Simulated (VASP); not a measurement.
Wanted: the native input for a VASP 6.6.1 run.

- Task: relaxation of cell and atoms
- Functional: PBE
- Potentials or basis: VASP PAW PBE potentials, release 64 (Zn, O)
- Cutoff: 600 eV
- k mesh: 6 × 6 × 8
- Occupations: gaussian, width 0.02 eV
- Spin: no spin polarisation
- Dipole correction: no
- Further INCAR settings: ALGO = Normal; EDIFF = 1e-06; IBRION = 2; EDIFFG = -0.01; NSW = 100; ISIF = 3

The structure of ZnO lies in POSCAR:

```
ZnO
1.0
    4.9340758593      0.0000000000      0.0000000000
   -2.4670379297      4.2730350384      0.0000000000
    0.0000000000      0.0000000000      3.4589743663
Zn O
1 1
Direct
    0.0000000000      0.0000000000      0.0000000000
    0.0000000000      0.0000000000      0.5000000000
```

These files were run (other wordings do the same):

INCAR

```
PREC = Accurate
ENCUT = 600
EDIFF = 1E-6
ISMEAR = 0
SIGMA = 0.02
LREAL = False
LASPH = True
NELM = 100
ALGO = Normal
ISIF = 3
LWAVE = False
LCHARG = False
GGA = PE
IBRION = 2
NSW = 100
EDIFFG = -0.01
```

KPOINTS

```
regular mesh
0
Gamma
  6 6 8
```

Potentials or basis: VASP PAW PBE potentials, release 64 (Zn, O).

Launch:

```console
$ cat potpaw_PBE.64/Zn/POTCAR potpaw_PBE.64/O/POTCAR > POTCAR
$ mpirun -np 1 vasp_std > vasp.out
```

It gave:

The relaxed volume is 36.59 Å³/atom, the relaxed cell is a = 4.933 Å, b = 4.933 Å, c = 3.472 Å, α = 90.00°, β = 90.00°, γ = 120.00° and the space group after relaxing (to 0.05 Å) is P6/mmm (No. 191). The energy gained by relaxing is 0.6 meV/atom, the ionic steps are 4 and the pressure after relaxing is 0.0 GPa. The band gap on the k mesh is 1.77 eV, indirect (least direct gap 3.20 eV).

Run time: 59 s on 1 thread of Intel(R) Xeon(R) Platinum 8488C (Sapphire Rapids), with other jobs on the host, peak memory 0.22 GiB.
